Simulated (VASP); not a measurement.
Set up this calculation in VASP 6.6.1, as the native input.

- Task: relaxation of cell and atoms
- Functional: PBE
- Potentials or basis: VASP PAW PBE potentials, release 64 (Al)
- Cutoff: 600 eV
- k mesh: 19 × 19 × 19
- Occupations: fermi-dirac, width 0.1 eV
- Spin: no spin polarisation
- Target pressure: 54 GPa
- Dipole correction: no
- Further INCAR settings: ALGO = Normal; EDIFF = 1e-07; IBRION = 2; EDIFFG = -0.005; NSW = 32; ISIF = 3

The structure of Al lies in POSCAR:

```
Al
1.0
   -1.4336616483      1.4336616483      1.4336616483
    1.4336616483     -1.4336616483      1.4336616483
    1.4336616483      1.4336616483     -1.4336616483
Al
1
Direct
    0.0000000000      0.0000000000      0.0000000000
```

These files were run (other wordings do the same):

INCAR

```
PREC = Accurate
ENCUT = 600
EDIFF = 1E-7
ISMEAR = -1
SIGMA = 0.1
LREAL = F
LASPH = T
NELM = 80
ALGO = Normal
ISIF = 3
LWAVE = F
LCHARG = F
GGA = PE
IBRION = 2
NSW = 32
EDIFFG = -0.005
PSTRESS = 540.0
```

KPOINTS

```
regular mesh
0
Gamma
  19 19 19
```

Potentials or basis: VASP PAW PBE potentials, release 64 (Al).

Command:

```sh
$ cat potpaw_PBE.64/Al/POTCAR > POTCAR
$ mpirun -np 1 vasp_std > vasp.out
```

Results of the run:

```yaml
Pressure_after_relaxing: 54.0 GPa
```

Caveat: the relaxation stopped at its first step, so nothing moved; the cell is relaxed towards a set pressure, so the enthalpy falls and the energy may rise.

It took 7.4 s on 1 thread of Intel(R) Xeon(R) Platinum 8559C (Emerald Rapids), with other jobs on the host, peak memory 0.13 GiB.
